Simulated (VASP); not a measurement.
# YF5 (P4mm) in VASP: further runs

The runs below take YF5 through single point, relaxation of cell and atoms, with PBE.

Program: VASP 6.6.1. These are calculated values, not measurements. Logs are shortened: lines on timing, memory, paths and dates and some standing lists are left out, and cuts for length are marked.

### Step 1. The cell of the first run

Symmetry: P4mm, No. 99, tetragonal system. The conventional cell has a = 4.234 Å, b = 4.234 Å, c = 4.878 Å, α = 90.00°, β = 90.00°, γ = 90.00°. Y (site symmetry 4mm) has 2 F at 2.19 to 2.69 Å within 2.9 Å. Within 1.6 Å of F (site symmetry m) lie 3 F at 1.08 to 1.53 Å. Within 2.9 Å of F (site symmetry 4mm) lie 2 Y at 2.19 to 2.69 Å and 8 F at 2.54 Å.

The cell was generated, and may not be a known phase.

### Step 2. Single point, PBE

INCAR reads:

```
PREC = Accurate
ENCUT = 520
EDIFF = 1E-6
ISMEAR = 0
SIGMA = 0.1
LREAL = F
LASPH = T
NELM = 60
ALGO = Normal
ISIF = 2
LWAVE = F
LCHARG = F
GGA = PE
NBANDS = 32
```

KPOINTS reads:

```
regular mesh
0
Gamma
  4 4 4
```

POSCAR reads:

```
YF5
1.0
    4.2341376600      0.0000000000      0.0000000000
    0.0000000000      4.2341376600      0.0000000000
    0.0000000000      0.0000000000      4.8784596300
Y F
1 5
Direct
    0.5000000000      0.5000000000      0.8452170100
    0.1811711600      0.0000000000      0.3158678800
    0.8188288400      0.0000000000      0.3158678800
    0.0000000000      0.1811711600      0.3158678800
    0.0000000000      0.8188288400      0.3158678800
    0.5000000000      0.5000000000      0.3958573100
```

Potentials or basis: VASP PAW PBE potentials, release 64 (Y_sv, F).

The run is started by

```sh
> cat potpaw_PBE.64/Y_sv/POTCAR potpaw_PBE.64/F/POTCAR > POTCAR
> mpirun -np 1 vasp_std > vasp.out
```

OUTCAR:

```text
PREC = Accurate
   ENCUT = 520
   EDIFF = 1E-6
   ISMEAR = 0
   LREAL = F
   LASPH = T
   NELM = 60
   ISIF = 2
   GGA = PE

 ion  position               nearest neighbor table
   1  0.500  0.500  0.845-   6 2.19   6 2.69
   2  0.181  0.000  0.316-   4 1.08   5 1.08   3 1.53
   3  0.819  0.000  0.316-   4 1.08   5 1.08   2 1.53
   4  0.000  0.181  0.316-   2 1.08   3 1.08   5 1.53
   5  0.000  0.819  0.316-   2 1.08   3 1.08   4 1.53
   6  0.500  0.500  0.396-   1 2.19   1 2.69

  LATTYP: Found a simple tetragonal cell.
 ALAT       =     4.2341376600
 C/A-ratio  =     1.1521731275

  Lattice vectors:

 A1 = (   4.2341376600,   0.0000000000,   0.0000000000)
 A2 = (   0.0000000000,   4.2341376600,   0.0000000000)
 A3 = (   0.0000000000,   0.0000000000,   4.8784596300)

Analysis of symmetry for initial positions (statically):
=====================================================================
 Subroutine PRICEL returns:
 Original cell was already a primitive cell.

 Routine SETGRP: Setting up the symmetry group for a
 simple tetragonal supercell.

 Subroutine GETGRP returns: Found  8 space group operations
 (whereof  8 operations were pure point group operations)
 out of a pool of 16 trial point group operations.

The static configuration has the point symmetry C_4v.

Analysis of symmetry for dynamics (positions and initial velocities):
=====================================================================
 Subroutine PRICEL returns:
 Original cell was already a primitive cell.

 Routine SETGRP: Setting up the symmetry group for a
 simple tetragonal supercell.

 Subroutine GETGRP returns: Found  8 space group operations
 (whereof  8 operations were pure point group operations)
 out of a pool of 16 trial point group operations.

The dynamic configuration has the point symmetry C_4v.

 Subroutine INISYM returns: Found  8 space group operations
 (whereof  8 operations are pure point group operations),
 and found     1 'primitive' translations

----------------------------------------------------------------------------------------

                                     Primitive cell

  volume of cell :      87.4606

  direct lattice vectors                    reciprocal lattice vectors
     4.234137660  0.000000000  0.000000000     0.236175599  0.000000000  0.000000000
     0.000000000  4.234137660  0.000000000     0.000000000  0.236175599  0.000000000
     0.000000000  0.000000000  4.878459630     0.000000000  0.000000000  0.204982736

  length of vectors
     4.234137660  4.234137660  4.878459630     0.236175599  0.236175599  0.204982736

  position of ions in fractional coordinates (direct lattice)
     0.500000000  0.500000000  0.845217010
     0.181171160  0.000000000  0.315867880
     0.818828840  0.000000000  0.315867880
     0.000000000  0.181171160  0.315867880
     0.000000000  0.818828840  0.315867880
     0.500000000  0.500000000  0.395857310

  ion indices of the primitive-cell ions
   primitive index   ion index
                 1           1
                 2           2
                 3           3
                 4           4
                 5           5
                 6           6

----------------------------------------------------------------------------------------

 KPOINTS: regular mesh

Automatic generation of k-mesh.
 Grid dimensions read from file:
 generate k-points for:    4    4    4

 Generating k-lattice:

  Cartesian coordinates                     Fractional coordinates (reciprocal lattice)
     0.059043900  0.000000000  0.000000000     0.250000000  0.000000000  0.000000000
     0.000000000  0.059043900  0.000000000     0.000000000  0.250000000  0.000000000
     0.000000000  0.000000000  0.051245684     0.000000000  0.000000000  0.250000000

  Length of vectors
     0.059043900  0.059043900  0.051245684

  Shift w.r.t. Gamma in fractional coordinates (k-lattice)
     0.000000000  0.000000000  0.000000000

 Subroutine IBZKPT returns following result:
 ===========================================

 Found     18 irreducible k-points:

 Following reciprocal coordinates:
            Coordinates               Weight
  0.000000  0.000000  0.000000      1.000000
  0.250000  0.000000  0.000000      4.000000
  0.500000  0.000000  0.000000      2.000000
  0.250000  0.250000  0.000000      4.000000
  0.500000  0.250000  0.000000      4.000000
  0.500000  0.500000  0.000000      1.000000
[... 10 lines left out ...]
  0.500000  0.250000  0.500000      4.000000
  0.500000  0.500000  0.500000      1.000000
   k-points           NKPTS =     18   k-points in BZ     NKDIM =     18   number of bands    NBANDS=     32
   number of dos      NEDOS =    301   number of ions     NIONS =      6
   total plane-waves  NPLWV =  36864
   dimension x,y,z NGX =    32 NGY =   32 NGZ =   36
   dimension x,y,z NGXF=    64 NGYF=   64 NGZF=   72
   ions per type =               1   5
   NGX,Y,Z   is equivalent  to a cutoff of  12.56, 12.56, 12.27 a.u.
   NGXF,Y,Z  is equivalent  to a cutoff of  25.13, 25.13, 24.54 a.u.
 SYSTEM =  unknown system
   PREC   = accura    normal or accurate (medium, high low for compatibility)
   ISTART =      0    job   : 0-new  1-cont  2-samecut
   ICHARG =      2    charge: 1-file 2-atom 10-const
   ISPIN  =      1    spin polarized calculation?
   LNONCOLLINEAR =      F non collinear calculations
   LSORBIT =      F    spin-orbit coupling
   LASPH  =      T    aspherical Exc in radial PAW
   ENCUT  =  520.0 eV  38.22 Ry    6.18 a.u.   7.87  7.87  9.07*2*pi/ulx,y,z
   NELM   =     60;   NELMIN=  2; NELMDL= -5     # of ELM steps
   EDIFF  = 0.1E-05   stopping-criterion for ELM
   LREAL  =      F    real-space projection
   EDIFFG = 0.1E-04   stopping-criterion for IOM
   NSW    =      0    number of steps for IOM
   IBRION =     -1    ionic relax: 0-MD 1-quasi-New 2-CG
   NFREE  =      0    steps in history (QN), initial steepest desc. (CG)
   ISIF   =      2    stress and relaxation
   ISYM   =      2    0-nonsym 1-usesym 2-fastsym
   POTIM  = 0.5000    time-step for ionic-motion
   TEBEG  =    0.0;   TEEND  =   0.0 temperature during run
   PSTRESS=    0.0 pullay stress
   NELECT =      46.0000    total number of electrons
   NUPDOWN=      -1.0000    fix difference up-down
   EMIN   =  10.00;   EMAX   =-10.00  energy-range for DOS
   EFERMI =   0.00;   METHOD = LEGACY
   ISMEAR =     0;   SIGMA  =   0.10  broadening in eV -4-tet -1-fermi 0-gaus
   EFERMI_NEDOS =   21; number of points for ismear=-14 and -15
   IALGO  =     38    algorithm
   IMIX   =      4    mixing-type and parameters
     AMIX     =   0.40;   BMIX     =  1.00
     AMIX_MAG =   1.60;   BMIX_MAG =  1.00
  volume/ion in A,a.u.               =      14.58        98.37
  Fermi-wavevector in a.u.,A,eV,Ry     =   1.321468  2.497212 23.759540  1.746277
  Thomas-Fermi vector in A             =   2.451219
   LORBIT       =      0    0 simple, 1 ext, 2 COOP (PROOUT), +10 PAW based schemes
   GGA     = PE    functional components
   LHFCALC =     F    Hartree Fock is set to
   AEXX    =    0.0000 exact exchange contribution
   IVDW    =     0    specifies the selected vdW correction
   LEPSILON=     F    determine dielectric tensor
   LRPA    =     F    only Hartree local field effects (RPA)
 non-spin polarized calculation
 Gauss-broadening in eV      SIGMA  =   0.10
  energy-cutoff  :      520.00
  volume of cell :       87.46
 maximum number of plane-waves:      2384
 NGX is ok and might be reduce to    32
   NGX = 15   NGY = 15   NGZ = 19

 number of electron      45.9999983 magnetization

 Free energy of the ion-electron system (eV)
  ---------------------------------------------------
  ext. energy  EPLUGINS =         0.00000000
  ---------------------------------------------------
  free energy    TOTEN  =        37.11146795 eV

  energy without entropy =       37.13427693  energy(sigma->0) =       37.12287244

 E-fermi :   4.0673     XC(G=0):  -9.2042

 val. band max:        4.0072727342   @ k =   0.0000   0.0000   0.2500
 cond. band min:       4.0736450269   @ k =   0.5000   0.0000   0.0000
 fundamental gap:      0.0663722927
 Fermi energy:         4.0673129292

 k-point     1 :       0.0000    0.0000    0.0000
  band No.  band energies     occupation
      1     -47.5768      2.00000
      2     -40.2811      2.00000
      3     -32.6236      2.00000
      4     -32.6236      2.00000
      5     -21.2143      2.00000
      6     -20.3964      2.00000
[... 24 lines left out ...]
     31      10.5968      0.00000
     32      10.5968      0.00000

 k-point     2 :       0.2500    0.0000    0.0000
  band No.  band energies     occupation
      1     -47.5758      2.00000
      2     -40.2801      2.00000
      3     -32.6393      2.00000
      4     -32.6220      2.00000
      5     -21.1991      2.00000
      6     -20.4138      2.00000
[... 24 lines left out ...]
     31       9.4861      0.00000
     32      11.4408      0.00000

 k-point     3 :       0.5000    0.0000    0.0000
  band No.  band energies     occupation
      1     -47.5731      2.00000
      2     -40.2791      2.00000
      3     -32.6543      2.00000
      4     -32.6201      2.00000
      5     -21.1842      2.00000
      6     -20.4296      2.00000
[... 24 lines left out ...]
     31      10.5517      0.00000
     32      10.8653      0.00000

 k-point     4 :       0.2500    0.2500    0.0000
  band No.  band energies     occupation
      1     -47.5741      2.00000
      2     -40.2791      2.00000
      3     -32.6374      2.00000
      4     -32.6372      2.00000
      5     -21.2127      2.00000
      6     -20.4239      2.00000
[... 444 lines left out ...]
     31       9.3523      0.00000
     32      10.0283      0.00000

 k-point    17 :       0.5000    0.2500    0.5000
  band No.  band energies     occupation
      1     -47.5726      2.00000
      2     -40.2769      2.00000
      3     -32.6524      2.00000
      4     -32.6359      2.00000
      5     -21.6214      2.00000
      6     -20.3907      2.00000
[... 24 lines left out ...]
     31      10.0215      0.00000
     32      10.7216      0.00000

 k-point    18 :       0.5000    0.5000    0.5000
  band No.  band energies     occupation
      1     -47.5708      2.00000
      2     -40.2759      2.00000
      3     -32.6502      2.00000
      4     -32.6502      2.00000
      5     -21.6591      2.00000
      6     -20.3650      2.00000
[... 24 lines left out ...]
     31       9.1830      0.00000
     32      10.0977      0.00000

------------------------ aborting loop because EDIFF is reached ----------------------------------------

  FORCE on cell =-STRESS in cart. coord.  units (eV):
  Direction    XX          YY          ZZ          XY          YZ          ZX
  --------------------------------------------------------------------------------------
  -------------------------------------------------------------------------------------
  Total      150.0594169    150.0594169     -3.0749335      0.0000000     -0.0000000      0.0000000
  in kB     2748.9141326   2748.9141326    -56.3292083      0.0000000     -0.0000000      0.0000000
  external PRESSURE =    1813.8330190 kB  Pullay stress =       0.0000000 kB

 VOLUME and BASIS-vectors are now :
 -----------------------------------------------------------------------------
  energy-cutoff  :      520.00
  volume of cell :       87.46
      direct lattice vectors                 reciprocal lattice vectors
     4.234137660  0.000000000  0.000000000     0.236175599  0.000000000  0.000000000
     0.000000000  4.234137660  0.000000000     0.000000000  0.236175599  0.000000000
     0.000000000  0.000000000  4.878459630     0.000000000  0.000000000  0.204982736

 POSITION                                       TOTAL-FORCE (eV/Angst)
 -----------------------------------------------------------------------------------
      2.11707      2.11707      4.12336         0.000000      0.000000     -0.244237
      0.76710      0.00000      1.54095        95.570546      0.000000     -0.221963
      3.46703      0.00000      1.54095       -95.570546      0.000000     -0.221963
      0.00000      0.76710      1.54095         0.000000     95.570546     -0.221963
      0.00000      3.46703      1.54095         0.000000    -95.570546     -0.221963
      2.11707      2.11707      1.93117         0.000000      0.000000      1.132087
 -----------------------------------------------------------------------------------
    total drift:                               -0.000000     -0.000000     -0.000047

  FREE ENERGIE OF THE ION-ELECTRON SYSTEM (eV)
  ---------------------------------------------------
  free  energy   TOTEN  =        37.1114679508 eV

  energy  without entropy=       37.1342769289  energy(sigma->0) =       37.12287244
```

Run time: 41 s. Hardware: 1 thread of AMD EPYC 9R45 (Zen 5), shared host; peak memory 0.18 GiB.

Results:

* Free energy: 37.1115 eV
* Pressure: 181.4 GPa
* Largest force: 95.571 eV/Å
* Band gap on the k mesh: zero (bands 23 and 24 overlap by 0.06 eV)

Forces on the atoms (eV/Å):
```
Y     0.000   0.000  -0.244
F    95.571   0.000  -0.222
F   -95.571   0.000  -0.222
F     0.000  95.571  -0.222
F     0.000 -95.571  -0.222
F     0.000   0.000   1.132
```

Stress tensor (GPa, compression positive):
```
274.89   0.00   0.00
  0.00 274.89   0.00
  0.00   0.00  -5.63
```

Caveat: the k points lie up to 0.37 Å⁻¹ apart; the standard files for N, O and F lose accuracy on very short bonds; forces of over 1 eV/Å act on the atoms, so gaps and moduli don't describe the material at rest.

### Step 3. Relaxation of cell and atoms, PBE

INCAR reads:

```
  ALGO = Normal
  EDIFF = 1E-6
  EDIFFG = -0.04
  ENCUT = 600
  GGA = PE
  IBRION = 2
  ISIF = 3
  ISMEAR = 0
  LASPH = True
  LCHARG = False
  LREAL = False
  LWAVE = False
  NELM = 80
  NSW = 90
  PREC = Accurate
  SIGMA = 0.1
```

KPOINTS reads:

```
k-points
0
Gamma
  4 4 4
```

POSCAR is that of step 2.

Potentials or basis: VASP PAW PBE potentials, release 64 (Y_sv, F).

The run is started by

```sh
> cat potpaw_PBE.64/Y_sv/POTCAR potpaw_PBE.64/F/POTCAR > POTCAR
> mpirun -np 1 vasp_std > vasp.out
```

It took 19 min on 1 thread of AMD EPYC 9R45 (Zen 5), shared host; peak memory 0.24 GiB.

The run converged. Its results:

* Free energy: -29.0531 eV
* Relaxed volume: 16.86 Å³/atom
* Relaxed cell: a = 4.846 Å, b = 4.846 Å, c = 4.307 Å, α = 90.00°, β = 90.00°, γ = 90.00°
* Space group after relaxing (to 0.1 Å): P4/mmm (No. 123)
* Pressure after relaxing: 0.0 GPa
* Largest force after relaxing: 0.025 eV/Å
* Band gap on the k mesh: zero (filled and empty bands touch)

Forces in eV/Å, atoms in the order of the input:
```
Y    0.000  0.000  0.025
F   -0.007  0.000 -0.003
F    0.007  0.000 -0.003
F    0.000 -0.007 -0.003
F    0.000  0.007 -0.003
F    0.000  0.000 -0.011
```

Stress tensor (GPa, compression positive):
```
-0.05  0.00  0.00
 0.00 -0.05  0.00
 0.00  0.00  0.05
```

Final structure:
```xyz
6
Lattice="4.8462 0.0000 0.0000 0.0000 4.8462 0.0000 0.0000 0.0000 4.3068" Properties=species:S:1:pos:R:3 pbc="T T T"
Y     2.4231    2.4231    0.7179
F     3.3398    0.0000    0.7222
F     1.5064    0.0000    0.7222
F     0.0000    3.3398    0.7222
F     0.0000    1.5064    0.7222
F     2.4231    2.4231    2.8729
```

Levels at points of the mesh, in eV from the Fermi level:
```csv
k point,band 20,band 21,band 22,band 23,band 24,band 25,band 26,band 27
"(0.00, 0.00, 0.00)",-1.83,-1.83,-0.76,0.01,0.01,4.61,4.61,5.15
"(0.50, 0.00, 0.00)",-1.81,-1.64,-1.41,-0.05,0.05,4.53,4.91,5.39
"(0.50, 0.50, 0.00)",-1.96,-1.96,-1.96,-1.25,1.05,4.87,4.87,4.92
"(0.00, 0.00, 0.50)",-1.86,-1.86,-0.76,0.01,0.01,5.50,5.70,6.48
"(0.50, 0.00, 0.50)",-1.87,-1.68,-1.41,-0.04,0.05,5.63,5.72,5.98
"(0.50, 0.50, 0.50)",-1.96,-1.96,-1.94,-1.27,1.05,5.07,5.69,6.39
```

Caveat: the k points lie up to 0.36 Å⁻¹ apart in the final cell; the standard files for N, O and F lose accuracy on very short bonds; the volume moved by over 15 % at a fixed basis, so the end points are rough.

### Step 4. Single point, PBE, collinear spin

INCAR reads:

```
SYSTEM = YF5
ALGO = Normal
EDIFF = 1E-7
ENCUT = 520
GGA = PE
ISIF = 2
ISMEAR = 0
ISPIN = 2
LASPH = .TRUE.
LCHARG = .FALSE.
LMAXMIX = 4
LORBIT = 11
LREAL = .FALSE.
LWAVE = .FALSE.
MAGMOM = 0 1 1 1 1 1
NBANDS = 36
NELM = 150
PREC = Accurate
SIGMA = 0.1
```

KPOINTS reads:

```
k-points
0
G
  4 4 4
  0 0 0
```

POSCAR is that of step 3.

The run is started by

```sh
> cat potpaw_PBE.64/Y_sv/POTCAR potpaw_PBE.64/F/POTCAR > POTCAR
> mpirun -np 1 vasp_std > vasp.out
```

It took 84 s on 1 thread of AMD EPYC 9R45 (Zen 5), shared host; peak memory 0.24 GiB.

The run converged. Its results:

```
Free energy                                           : 37.1112 eV
Pressure                                              : 181.4 GPa
Largest force                                         : 95.550 eV/Å
Net moment                                            : 0.08 μB per cell
Site moments                                          : Y -0.02; F +0.02, +0.01 (each value once) μB
Valence electrons inside the program's atomic spheres : Y 9.18; F 6.54, 6.10 (each value once)
```

Forces in eV/Å, atoms in the order of the input:
```
Y     0.000   0.000  -0.245
F    95.549   0.000  -0.220
F   -95.549   0.000  -0.220
F     0.000  95.549  -0.220
F     0.000 -95.549  -0.220
F     0.000   0.000   1.124
```

Stress tensor (GPa, compression positive):
```
274.82   0.00   0.00
  0.00 274.82   0.00
  0.00   0.00  -5.56
```

Levels at points of the mesh, in eV from the Fermi level:
Spin up:
```
           k point  band 19  band 20  band 21  band 22  band 23  band 24  band 25  band 26  band 27  band 28
(0.00, 0.00, 0.00)    -6.23    -4.34    -2.64    -0.18    -0.18    -0.14     1.87     1.87     2.01     2.51
(0.50, 0.00, 0.00)    -6.02    -4.23    -1.37    -0.28    -0.26     0.01     0.79     1.30     1.75     2.71
(0.50, 0.50, 0.00)    -6.11    -4.10    -0.77    -0.22    -0.22     1.16     1.16     2.33     2.33     2.65
(0.00, 0.00, 0.50)    -6.34    -4.40    -2.33    -0.12    -0.12     0.07     2.01     2.32     2.32     2.82
(0.50, 0.00, 0.50)    -6.13    -4.24    -0.82    -0.67    -0.18     0.43     1.13     1.26     2.27     2.82
(0.50, 0.50, 0.50)    -6.22    -4.10    -0.44    -0.14    -0.14     1.61     1.61     2.29     2.29     2.70
```
Spin down:
```csv
k point,band 19,band 20,band 21,band 22,band 23,band 24,band 25,band 26,band 27,band 28
"(0.00, 0.00, 0.00)",-6.21,-4.31,-2.67,-0.19,-0.10,-0.10,1.86,1.86,2.00,2.50
"(0.50, 0.00, 0.00)",-6.01,-4.19,-1.36,-0.25,-0.17,-0.01,0.77,1.29,1.74,2.68
"(0.50, 0.50, 0.00)",-6.09,-4.06,-0.78,-0.14,-0.14,1.15,1.15,2.29,2.29,2.60
"(0.00, 0.00, 0.50)",-6.33,-4.37,-2.36,-0.03,-0.03,0.02,2.00,2.31,2.31,2.81
"(0.50, 0.00, 0.50)",-6.12,-4.20,-0.82,-0.62,-0.09,0.41,1.12,1.25,2.25,2.78
"(0.50, 0.50, 0.50)",-6.21,-4.07,-0.45,-0.06,-0.06,1.60,1.60,2.25,2.25,2.65
```

Caveat: the k points lie up to 0.37 Å⁻¹ apart; the standard files for N, O and F lose accuracy on very short bonds; forces of over 1 eV/Å act on the atoms, so gaps and moduli don't describe the material at rest.

### Step 5. Summary

| task | spin | cell | cutoff (eV) | gap on the mesh (eV) | pressure (GPa) | largest force (eV/Å) |
| --- | --- | --- | --- | --- | --- | --- |
| single point | off | as given | 520 | none | 181.4 | 95.57 |
| relaxation of cell and atoms | off | relaxed | 600 | none | 0.0 | 0.02 |
| single point | collinear | as given | 520 | none | 181.4 | 95.55 |

Alike in all rows: level PBE; potentials or basis VASP PAW PBE potentials, release 64 (Y_sv, F); k mesh 4 × 4 × 4; smearing gaussian 0.1 eV.

Caveats: all runs use coarse meshes; the standard files for N, O and F lose accuracy on very short bonds; forces of over 1 eV/Å act on the atoms, so gaps and moduli don't describe the material at rest (at least some runs); the volume moved by over 15 % at a fixed basis, so the end points are rough (at least some runs).

Total energies depend on the potentials used, so only differences within one code and one set of settings carry meaning.

The gap in the log of VASP goes by the Fermi energy; the results here count the filled bands.